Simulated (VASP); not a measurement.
A run of VASP 6.6.1 is set up as follows.

The input POSCAR:

```
AlN
1.0
    3.2923468268      0.0000000000      0.0000000000
   -1.6461734134      2.8512559901      0.0000000000
    0.0000000000      0.0000000000      4.1369586208
Al N
2 2
Direct
    0.3333333333      0.6666666667      0.2500000000
    0.6666666667      0.3333333333      0.7500000000
    0.6666666667      0.3333333333      0.2500000000
    0.3333333333      0.6666666667      0.7500000000
```

INCAR.step1

```
ALGO = Normal ; EDIFF = 1E-4
ENCUT = 520 ; GGA = PE
ISMEAR = 0 ; LASPH = T
LCHARG = F ; LREAL = F
LWAVE = T ; NBANDS = 16
NELM = 100 ; PREC = Accurate
SIGMA = 0.01
```

Contents of INCAR.step2:

```
ALGO = Normal ; EDIFF = 1E-6
ENCUT = 520 ; ISIF = 2
ISMEAR = 0 ; ISTART = 1
LASPH = T ; LCHARG = T
LELF = T ; LMIXTAU = T
LREAL = F ; LVHAR = T
LWAVE = F ; METAGGA = R2SCAN
NBANDS = 16 ; NELM = 100
PREC = Accurate ; SIGMA = 0.01
```

The input KPOINTS:

```
k-points
0
Gamma
  6 6 4
```

Potentials or basis: VASP PAW PBE potentials, release 64 (Al, N).

Run with:

```bash
$ cat potpaw_PBE.64/Al/POTCAR potpaw_PBE.64/N/POTCAR > POTCAR
$ cp INCAR.step1 INCAR
$ mpirun -np 1 vasp_std > vasp.out
$ cp INCAR.step2 INCAR
$ mpirun -np 1 vasp_std > vasp.out
```

Q: Estimate the band gap on the k mesh.

A: 4.06 eV, direct.

Q: Predict the pressure.

A: -0.6 GPa.

Stress tensor (GPa, compression positive):
```
-0.46  0.00  0.00
 0.00 -0.46  0.00
 0.00  0.00 -0.82
```

Caveat: the PAW data sets were made with another functional, which shifts forces and pressure a little. r2SCAN opens gaps a little over a GGA but as a rule still falls short of measured ones.
